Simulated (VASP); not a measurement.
# SnGeH6 in VASP: single point with PBEsol

Aim: the single point of SnGeH6 with PBEsol.

Program: VASP 6.6.1. These are calculated values, not measurements. Logs are shortened: lines on timing, memory, paths and dates and some standing lists are left out, and cuts for length are marked.

## (1) The cell of the first run

The typed cell holds 8 atoms: a = 5.294 Å, b = 5.289 Å, c = 5.300 Å, α = 60.09°, β = 60.14°, γ = 60.08°.

## (2) Single point, PBEsol

Contents of INCAR:

```
SYSTEM = SnGeH6
  PREC = Accurate
  ENCUT = 520
  EDIFF = 1E-7
  ISMEAR = -1
  SIGMA = 0.05
  LREAL = .False.
  LASPH = .True.
  NELM = 100
  ALGO = Normal
  ISIF = 2
  LWAVE = .False.
  LCHARG = .False.
  GGA = PS
  NBANDS = 27
```

Contents of KPOINTS:

```
regular mesh
0
Gamma
  4 4 4
  0 0 0
```

Contents of POSCAR:

```
SnGeH6
1.0
   -0.0060376245      3.7437374860      3.7434349980
    3.7406730632     -0.0020773191      3.7392214341
    3.7477705240      3.7469023065     -0.0094829049
Sn Ge H
1 1 6
Direct
    0.5019374399      0.4972861683      0.5003138213
    0.0019315065     -0.0027051476      0.0003167248
    0.7695557550      0.2298992964      0.2327540742
    0.2342540602      0.7647761816      0.7678736375
    0.2344313043      0.7647008923      0.2328284480
    0.7693745936      0.2299627040      0.7678394549
    0.2344173344      0.2298389128      0.7681471823
    0.7693842767      0.7648310808      0.2325435440
```

Potentials or basis: VASP PAW PBE potentials, release 64 (Sn_d, Ge_d, H).

The run is started by

```
cat potpaw_PBE.64/Sn_d/POTCAR potpaw_PBE.64/Ge_d/POTCAR potpaw_PBE.64/H/POTCAR > POTCAR
mpirun -np 1 vasp_std > vasp.out
```

OUTCAR:

```text
SYSTEM = SnGeH6
   PREC = Accurate
   ENCUT = 520
   EDIFF = 1E-7
   ISMEAR = -1
   LREAL = .False.
   LASPH = .True.
   NELM = 100
   ISIF = 2
   GGA = PS

 ion  position               nearest neighbor table
   1  0.502  0.497  0.500-   7 2.00   8 2.00   6 2.00   5 2.00   3 2.00   4 2.00
   2  0.002  0.997  0.000-   8 1.74   7 1.74   5 1.74   6 1.74   4 1.74   3 1.74
   3  0.770  0.230  0.233-   2 1.74   1 2.00
   4  0.234  0.765  0.768-   2 1.74   1 2.00
   5  0.234  0.765  0.233-   2 1.74   1 2.00
   6  0.769  0.230  0.768-   2 1.74   1 2.00
   7  0.234  0.230  0.768-   2 1.74   1 2.00
   8  0.769  0.765  0.233-   2 1.74   1 2.00

  LATTYP: Found a triclinic cell.
 ALAT       =     9.1748494162
 B/A-ratio  =     0.5778479502
 C/A-ratio  =     0.5770376866
 COS(alpha) =     0.0000755902
 COS(beta)  =     0.2895360012
 COS(gamma) =     0.8656772837

  Lattice vectors:

 A1 = (   3.7396132269,  -7.4947944307,   3.7444907751)
 A2 = (  -0.0070974608,  -3.7489796256,   3.7487043390)
 A3 = (   0.0060376245,  -3.7437374860,  -3.7434349980)

Analysis of symmetry for initial positions (statically):
=====================================================================
 Subroutine PRICEL returns:
 Original cell was already a primitive cell.

 Routine SETGRP: Setting up the symmetry group for a
 triclinic supercell.

 Subroutine GETGRP returns: Found  1 space group operations
 (whereof  1 operations were pure point group operations)
 out of a pool of  2 trial point group operations.

The static configuration has the point symmetry C_1 .

Analysis of symmetry for dynamics (positions and initial velocities):
=====================================================================
 Subroutine PRICEL returns:
 Original cell was already a primitive cell.

 Routine SETGRP: Setting up the symmetry group for a
 triclinic supercell.

 Subroutine GETGRP returns: Found  1 space group operations
 (whereof  1 operations were pure point group operations)
 out of a pool of  2 trial point group operations.

The dynamic configuration has the point symmetry C_1 .

 Subroutine INISYM returns: Found  1 space group operations
 (whereof  1 operations are pure point group operations),
 and found     1 'primitive' translations

----------------------------------------------------------------------------------------

                                     Primitive cell

  volume of cell :     105.1781

  direct lattice vectors                    reciprocal lattice vectors
    -0.006037624  3.743737486  3.743434998    -0.133207228  0.133575543  0.133333149
     3.740673063 -0.002077319  3.739221434     0.133695058 -0.133387878  0.133614287
     3.747770524  3.746902307 -0.009482905     0.133168837  0.133350459 -0.133146452

  length of vectors
     5.294233882  5.289084629  5.299542501     0.231007186  0.231342760  0.230747182

  position of ions in fractional coordinates (direct lattice)
     0.501937440  0.497286168  0.500313821
     0.001931507  0.997294852  0.000316725
     0.769555755  0.229899296  0.232754074
     0.234254060  0.764776182  0.767873638
     0.234431304  0.764700892  0.232828448
     0.769374594  0.229962704  0.767839455
     0.234417334  0.229838913  0.768147182
     0.769384277  0.764831081  0.232543544

  ion indices of the primitive-cell ions
   primitive index   ion index
                 1           1
                 2           2
                 3           3
                 4           4
                 5           5
                 6           6
                 7           7
                 8           8

----------------------------------------------------------------------------------------

 KPOINTS: regular mesh

Automatic generation of k-mesh.
 Grid dimensions read from file:
 generate k-points for:    4    4    4

 Generating k-lattice:

  Cartesian coordinates                     Fractional coordinates (reciprocal lattice)
    -0.033301807  0.033393886  0.033333287     0.250000000  0.000000000  0.000000000
     0.033423765 -0.033346969  0.033403572     0.000000000  0.250000000  0.000000000
     0.033292209  0.033337615 -0.033286613    -0.000000000 -0.000000000  0.250000000

  Length of vectors
     0.057751797  0.057835690  0.057686795

  Shift w.r.t. Gamma in fractional coordinates (k-lattice)
     0.000000000  0.000000000  0.000000000

 Subroutine IBZKPT returns following result:
 ===========================================

 Found     36 irreducible k-points:

 Following reciprocal coordinates:
            Coordinates               Weight
  0.000000  0.000000  0.000000      1.000000
  0.250000  0.000000  0.000000      2.000000
  0.500000  0.000000  0.000000      1.000000
  0.000000  0.250000  0.000000      2.000000
  0.250000  0.250000  0.000000      2.000000
  0.500000  0.250000 -0.000000      2.000000
[... 16 lines left out ...]
  0.000000 -0.250000  0.250000      2.000000
  0.250000 -0.250000  0.250000      2.000000
 [... further k-points ...]
   k-points           NKPTS =     36   k-points in BZ     NKDIM =     36   number of bands    NBANDS=     27
   number of dos      NEDOS =    301   number of ions     NIONS =      8
   total plane-waves  NPLWV =  64000
   dimension x,y,z NGX =    40 NGY =   40 NGZ =   40
   dimension x,y,z NGXF=    80 NGYF=   80 NGZF=   80
   ions per type =               1   1   6
   NGX,Y,Z   is equivalent  to a cutoff of  12.56, 12.57, 12.55 a.u.
   NGXF,Y,Z  is equivalent  to a cutoff of  25.12, 25.15, 25.10 a.u.
 SYSTEM =  SnGeH6
   PREC   = accura    normal or accurate (medium, high low for compatibility)
   ISTART =      0    job   : 0-new  1-cont  2-samecut
   ICHARG =      2    charge: 1-file 2-atom 10-const
   ISPIN  =      1    spin polarized calculation?
   LNONCOLLINEAR =      F non collinear calculations
   LSORBIT =      F    spin-orbit coupling
   LASPH  =      T    aspherical Exc in radial PAW
   ENCUT  =  520.0 eV  38.22 Ry    6.18 a.u.   9.84  9.83  9.85*2*pi/ulx,y,z
   NELM   =    100;   NELMIN=  2; NELMDL= -5     # of ELM steps
   EDIFF  = 0.1E-06   stopping-criterion for ELM
   LREAL  =      F    real-space projection
   EDIFFG = 0.1E-05   stopping-criterion for IOM
   NSW    =      0    number of steps for IOM
   IBRION =     -1    ionic relax: 0-MD 1-quasi-New 2-CG
   NFREE  =      0    steps in history (QN), initial steepest desc. (CG)
   ISIF   =      2    stress and relaxation
   ISYM   =      2    0-nonsym 1-usesym 2-fastsym
   POTIM  = 0.5000    time-step for ionic-motion
   TEBEG  =    0.0;   TEEND  =   0.0 temperature during run
   PSTRESS=    0.0 pullay stress
   NELECT =      34.0000    total number of electrons
   NUPDOWN=      -1.0000    fix difference up-down
   EMIN   =  10.00;   EMAX   =-10.00  energy-range for DOS
   EFERMI =   0.00;   METHOD = LEGACY
   ISMEAR =    -1;   SIGMA  =   0.05  broadening in eV -4-tet -1-fermi 0-gaus
   EFERMI_NEDOS =   21; number of points for ismear=-14 and -15
   IALGO  =     38    algorithm
   IMIX   =      4    mixing-type and parameters
     AMIX     =   0.40;   BMIX     =  1.00
     AMIX_MAG =   1.60;   BMIX_MAG =  1.00
  volume/ion in A,a.u.               =      13.15        88.72
  Fermi-wavevector in a.u.,A,eV,Ry     =   1.123551  2.123203 17.175541  1.262367
  Thomas-Fermi vector in A             =   2.260218
   LORBIT       =      0    0 simple, 1 ext, 2 COOP (PROOUT), +10 PAW based schemes
   GGA     = PS    functional components
   LHFCALC =     F    Hartree Fock is set to
   AEXX    =    0.0000 exact exchange contribution
   IVDW    =     0    specifies the selected vdW correction
   LEPSILON=     F    determine dielectric tensor
   LRPA    =     F    only Hartree local field effects (RPA)
 non-spin polarized calculation
  energy-cutoff  :      520.00
  volume of cell :      105.18
 maximum number of plane-waves:      2843
   NGX = 19   NGY = 19   NGZ = 19

 number of electron      34.0000018 magnetization

 Free energy of the ion-electron system (eV)
  ---------------------------------------------------
  ext. energy  EPLUGINS =         0.00000000
  ---------------------------------------------------
  free energy    TOTEN  =       -26.32356766 eV

  energy without entropy =      -26.30379626  energy(sigma->0) =      -26.31368196

 E-fermi :   2.1304     XC(G=0):  -8.0005

 val. band max:        1.7042674130   @ k =  -0.2500  -0.2500   0.2500
 cond. band min:       2.1594210437   @ k =   0.2500   0.2500   0.2500
 fundamental gap:      0.4551536307
 Fermi energy:         2.1303771108

 k-point     1 :       0.0000    0.0000    0.0000
  band No.  band energies     occupation
      1     -22.6883      2.00000
      2     -22.6882      2.00000
      3     -22.6271      2.00000
      4     -22.6270      2.00000
      5     -22.6269      2.00000
      6     -19.5653      2.00000
[... 19 lines left out ...]
     26      12.6574      0.00000
     27      14.5862      0.00000

 k-point     2 :       0.2500    0.0000    0.0000
  band No.  band energies     occupation
      1     -22.6882      2.00000
      2     -22.6881      2.00000
      3     -22.6270      2.00000
      4     -22.6269      2.00000
      5     -22.6268      2.00000
      6     -19.5661      2.00000
[... 19 lines left out ...]
     26      11.0161      0.00000
     27      12.0734      0.00000

 k-point     3 :       0.5000    0.0000    0.0000
  band No.  band energies     occupation
      1     -22.6880      2.00000
      2     -22.6879      2.00000
      3     -22.6270      2.00000
      4     -22.6269      2.00000
      5     -22.6268      2.00000
      6     -19.5668      2.00000
[... 19 lines left out ...]
     26       9.4978      0.00000
     27       9.6665      0.00000

 k-point     4 :       0.0000    0.2500    0.0000
  band No.  band energies     occupation
      1     -22.6882      2.00000
      2     -22.6881      2.00000
      3     -22.6270      2.00000
      4     -22.6269      2.00000
      5     -22.6269      2.00000
      6     -19.5661      2.00000
[... 19 lines left out ...]
     26      11.0297      0.00000
     27      12.0890      0.00000

 k-point     5 :       0.2500    0.2500    0.0000
  band No.  band energies     occupation
      1     -22.6882      2.00000
      2     -22.6881      2.00000
      3     -22.6271      2.00000
      4     -22.6269      2.00000
      5     -22.6268      2.00000
      6     -19.5674      2.00000
[... 19 lines left out ...]
     26      10.7074      0.00000
     27      11.3685      0.00000

 k-point     6 :       0.5000    0.2500   -0.0000
  band No.  band energies     occupation
      1     -22.6882      2.00000
      2     -22.6880      2.00000
      3     -22.6270      2.00000
      4     -22.6268      2.00000
      5     -22.6268      2.00000
      6     -19.5679      2.00000
[... 444 lines left out ...]
      1     -22.6882      2.00000
      2     -22.6880      2.00000
      3     -22.6270      2.00000
      4     -22.6268      2.00000
      5     -22.6268      2.00000
      6     -19.5679      2.00000
[... 19 lines left out ...]
     26       9.4721      0.00000
     27      11.8759      0.00000

 k-point    22 :      -0.2500    0.5000    0.2500
  band No.  band energies     occupation
      1     -22.6883      2.00000
      2     -22.6880      2.00000
      3     -22.6270      2.00000
      4     -22.6268      2.00000
      5     -22.6268      2.00000
      6     -19.5678      2.00000
[... 19 lines left out ...]
     26      10.2977      0.00000
     27      11.0465      0.00000

 k-point    23 :       0.0000   -0.2500    0.2500
  band No.  band energies     occupation
      1     -22.6881      2.00000
      2     -22.6880      2.00000
      3     -22.6270      2.00000
      4     -22.6269      2.00000
      5     -22.6268      2.00000
      6     -19.5668      2.00000
[... 19 lines left out ...]
     26      11.2026      0.00000
     27      11.2728      0.00000

 k-point    24 :       0.2500   -0.2500    0.2500
  band No.  band energies     occupation
      1     -22.6882      2.00000
      2     -22.6880      2.00000
      3     -22.6270      2.00000
      4     -22.6269      2.00000
      5     -22.6268      2.00000
      6     -19.5678      2.00000
[... 19 lines left out ...]
     26       9.4529      0.00000
     27      11.9091      0.00000

 [... further k-points ...]
[... 5 lines left out ...]
  --------------------------------------------------------------------------------------
  -------------------------------------------------------------------------------------
  Total       -0.0912380     -0.0715467     -0.0653643     -0.0012661      0.0058415      0.0150654
  in kB       -1.3898280     -1.0898703     -0.9956947     -0.0192869      0.0889840      0.2294913
  external PRESSURE =      -1.1584644 kB  Pullay stress =       0.0000000 kB

 VOLUME and BASIS-vectors are now :
 -----------------------------------------------------------------------------
  energy-cutoff  :      520.00
  volume of cell :      105.18
      direct lattice vectors                 reciprocal lattice vectors
    -0.006037624  3.743737486  3.743434998    -0.133207228  0.133575543  0.133333149
     3.740673063 -0.002077319  3.739221434     0.133695058 -0.133387878  0.133614287
     3.747770524  3.746902307 -0.009482905     0.133168837  0.133350459 -0.133146452

 POSITION                                       TOTAL-FORCE (eV/Angst)
 -----------------------------------------------------------------------------------
      3.73222      3.75272      3.73369         0.000432     -0.000219      0.000152
      3.73173      0.00635      3.73633         0.001137     -0.000895      0.000377
      1.72764      3.75264      3.73822        -0.005484      0.000153     -0.000133
      5.73718      3.75254      3.72930         0.005018      0.000344     -0.000069
      3.73167      1.74845      3.73476        -0.000112     -0.005203      0.000064
      3.73326      5.75688      3.73270        -0.000371      0.005592     -0.000185
      3.73718      3.75529      1.72966        -0.000445     -0.000186     -0.005260
      3.72786      3.75010      5.73781        -0.000175      0.000414      0.005053
 -----------------------------------------------------------------------------------
    total drift:                                0.001508     -0.001397      0.000588

  FREE ENERGIE OF THE ION-ELECTRON SYSTEM (eV)
  ---------------------------------------------------
  free  energy   TOTEN  =       -26.3235676636 eV

  energy  without entropy=      -26.3037962569  energy(sigma->0) =      -26.31368196
```

It took 3.4 min on 1 thread of Oxide Virtual Turin-like, shared host; peak memory 0.26 GiB.

Results:

- Free energy: -26.3236 eV
- Pressure: -0.1 GPa
- Largest force: 0.006 eV/Å
- Band gap on the k mesh: zero (bands 17 and 18 overlap by 3.33 eV)

Forces in eV/Å, atoms in the order of the input:
```
Sn   0.000  0.000  0.000
Ge   0.001 -0.001  0.000
H   -0.005  0.000  0.000
H    0.005  0.000  0.000
H    0.000 -0.005  0.000
H    0.000  0.006  0.000
H    0.000  0.000 -0.005
H    0.000  0.000  0.005
```

Caveat: the k points lie up to 0.36 Å⁻¹ apart, too coarse for converged energies and pressures of a metal; the PAW data sets were made with another functional, which shifts forces and pressure a little; spin-orbit coupling is left out, which moves the levels of the heavy elements.

The gap in the log of VASP goes by the Fermi energy; the results here count the filled bands.